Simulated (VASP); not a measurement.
Write the native input for VASP 6.6.1 that does the following.

```
Task                   : single point
Functional             : RPBE
Dispersion             : D3(BJ)
Potentials or basis    : VASP PAW PBE potentials, release 64 (Ta_pv, N)
Cutoff                 : 520 eV
k mesh                 : 8 × 8 × 7
Occupations            : gaussian, width 0.05 eV
Spin                   : non-collinear spin, zero start, spin-orbit coupling
Starting moments       : [[0.0, 0.0, 0.0], [0.0, 0.0, 0.0]] μB
Hubbard terms          : Ta d U = 3.0 eV
Dipole correction      : no
Further INCAR settings : ALGO = Normal; EDIFF = 1e-06; NBANDS = 28
```

The structure of TaN lies in POSCAR:

```
TaN
1.0
    2.9766623284      0.0000000000      0.0000000000
   -1.4883311642      2.5778651949      0.0000000000
    0.0000000000      0.0000000000      2.9209385612
Ta N
1 1
Direct
    0.0000000000      0.0000000000      0.5000000000
    0.6666666667      0.3333333333      0.0000000000
```

This cell differs from its parent crystal: volume scaled by 1.04.

These files were run (other wordings do the same):

INCAR

```
PREC     = Accurate       # precision mode
ENCUT    = 520            # plane-wave cutoff, eV
EDIFF    = 1E-6           # SCF threshold, eV
ISMEAR   = 0              # smearing method
SIGMA    = 0.05           # smearing width, eV
LREAL    = False          # projectors in reciprocal space
LASPH    = True           # aspherical terms in the spheres
NELM     = 150            # most SCF steps
ALGO     = Normal         # electronic algorithm
ISIF     = 2              # what is computed and relaxed
LWAVE    = False          # write WAVECAR
LCHARG   = True           # write CHGCAR
MAGMOM   = 0 0 0 0 0 0    # initial moments
LORBIT   = 11             # projections on sites
LSORBIT  = True           # spin-orbit coupling
GGA_COMPAT= False        
LORBMOM  = True         
LMAXMIX  = 4              # l up to which the mixer works
LDAU     = True           # DFT+U
LDAUTYPE = 2            
LDAUL    = 2 -1           # shell
LDAUU    = 3 0            # U, eV
LDAUJ    = 0 0          
LDAUPRINT= 1            
GGA      = RP             # functional
IVDW     = 12             # dispersion correction
LVHAR    = True         
NBANDS   = 28             # bands
```

KPOINTS

```
regular mesh
0
Gamma
  8 8 7
```

Potentials or basis: VASP PAW PBE potentials, release 64 (Ta_pv, N).

Command:

```bash
$ cat potpaw_PBE.64/Ta_pv/POTCAR potpaw_PBE.64/N/POTCAR > POTCAR
$ mpirun -np 1 vasp_ncl > vasp.out
```

It gave:

```
Pressure                                              : -33.9 GPa
Net moment                                            : 0.00 μB per cell
Valence electrons inside the program's atomic spheres : Ta 8.83; N 3.73
Dispersion energy per atom                            : -2.650 eV
```

Caveat: the PAW data sets were made with another functional, which shifts forces and pressure a little.

Wall time 73 s on 1 thread of Intel Xeon 6975P-C (shared host), peak memory 0.24 GiB.
